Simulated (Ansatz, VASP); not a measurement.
**One calculation of SnO2, two programs**

```xyz
3
Lattice="1.6039 0.9075 4.0814 -1.6039 0.9075 4.0814 0.0000 -1.8150 4.0814" Properties=species:S:1:pos:R:3 pbc="T T T"
Sn    0.0000    0.0000    6.1221
O     0.0000    0.0000    3.0021
O     0.0000    0.0000    9.2420
```

Change from the starting cell: strain -0.0200 x Voigt [0, 1, 0, 0, 0, 0], atoms carried along.

Alike in both runs: task single point; functional LDA; k mesh 12 × 12 × 12; occupations gaussian, width 0.05 eV; no spin polarisation.

|  | VASP | Ansatz |
| --- | --- | --- |
| version | VASP 6.6.1 | Ansatz 0.2.0 |
| potentials or method | VASP PAW LDA potentials, release 64 (Sn_d, O), cutoff 520 eV | scalar-relativistic, plane waves, PAW |
| valence electrons in the cell | 26 | 26 |

VASP gave:

```
gap on the k mesh at the Fermi level (eV)                     : 1.81
least direct gap on the mesh (eV)                             : 1.81
pressure (GPa)                                                : 6.0
traceless stress, the component that is largest in VASP (GPa) : 4.14
rms of the force components (eV/Å)                            : 0.138
```

**Question.** Which values does Ansatz return?

**Answer.** gap on the k mesh at the Fermi level (eV): 1.80; least direct gap on the mesh (eV): 1.80; pressure (GPa): 4.9; traceless stress, the component that is largest in VASP (GPa): 3.73; rms of the force components (eV/Å): 0.105.

LDA's correlation is that of Perdew and Zunger in VASP and of Perdew and Wang (1992) in Ansatz. Atom by atom the forces differ by 0.033 eV/Å (rms over components).
